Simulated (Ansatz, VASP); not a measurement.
## One calculation of HgH5, two programs

```
Hg H
1.0
     4.08587    0.00000    0.00000
    -2.04294    3.53847    0.00000
     0.00000    0.00000    2.82417
Hg H
1 5
Direct
  0.00000 0.00000 0.00000
  0.00000 0.50000 0.50000
  0.33333 0.66667 0.00000
  0.66667 0.33333 0.00000
  0.50000 0.00000 0.50000
  0.50000 0.50000 0.50000
```

Change from the starting cell: species swapped into the LaCu5 type (P6/mmm, No. 191).

Alike in both runs: functional PBE; k mesh 6 × 6 × 6; occupations gaussian, width 0.1 eV; no spin polarisation.

Ansatz relaxed the structure, and its values are those at the end. VASP's run is a single point on that final structure, the one shown.

|  | VASP | Ansatz |
| --- | --- | --- |
| version | VASP 6.6.1 | Ansatz 0.2.0 |
| potentials or method | VASP PAW PBE potentials, release 64 (Hg, H), cutoff 520 eV | scalar-relativistic, plane waves, PAW |
| valence electrons in the cell | 17 | 25 |

Ansatz gave:

- gap on the k mesh at the Fermi level (eV): none
- pressure (GPa): -0.3

Q: What did VASP give for the same quantities?

A: gap on the k mesh at the Fermi level (eV): none; pressure (GPa): 0.1.

A gap of «none» marks a metal or a gap that the smearing closes. VASP's potentials hold 17 valence electrons a cell and Ansatz's 25, so a difference there can come from the potentials and not from the codes.

The k mesh is coarse, so the values compare programs but aren't converged. Neither program's run includes spin-orbit coupling.
